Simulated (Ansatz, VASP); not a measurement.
**One calculation of Mn, two programs**

```
Mn
1.0
     0.00000    1.96405    1.96405
     1.96405    0.00000    1.96405
     1.96405    1.96405    0.00000
Mn
1
Direct
  0.00000 0.00000 0.00000
```

Alike in both runs: task single point; functional PBE; k mesh 18 × 18 × 18; occupations gaussian, width 0.1 eV; collinear spin.

|  | VASP | Ansatz |
| --- | --- | --- |
| version | VASP 6.6.1 | Ansatz 0.2.0 |
| potentials or method | VASP PAW PBE potentials, release 64 (Mn_pv), cutoff 520 eV | scalar-relativistic, plane waves, PAW |
| valence electrons in the cell | 13 | 15 |

|  | VASP | Ansatz | Ansatz less VASP |
| --- | --- | --- | --- |
| gap on the k mesh at the Fermi level (eV) | none | none | - |
| pressure (GPa) | -4.8 | -5.3 | -0.50 |
| net moment per atom (μB) | 3.53 | 3.50 | -0.036 |
| size of the moment on the site where the two differ most (μB) | 3.41 | 3.41 | +0.003 |

Site moments also hang on the region over which each program counts them. A gap of «none» marks a metal or a gap that the smearing closes. With one functional, cell and mesh, what is left measures potentials, basis and numerics. VASP's potentials hold 13 valence electrons a cell and Ansatz's 15, so a difference there can come from the potentials and not from the codes.
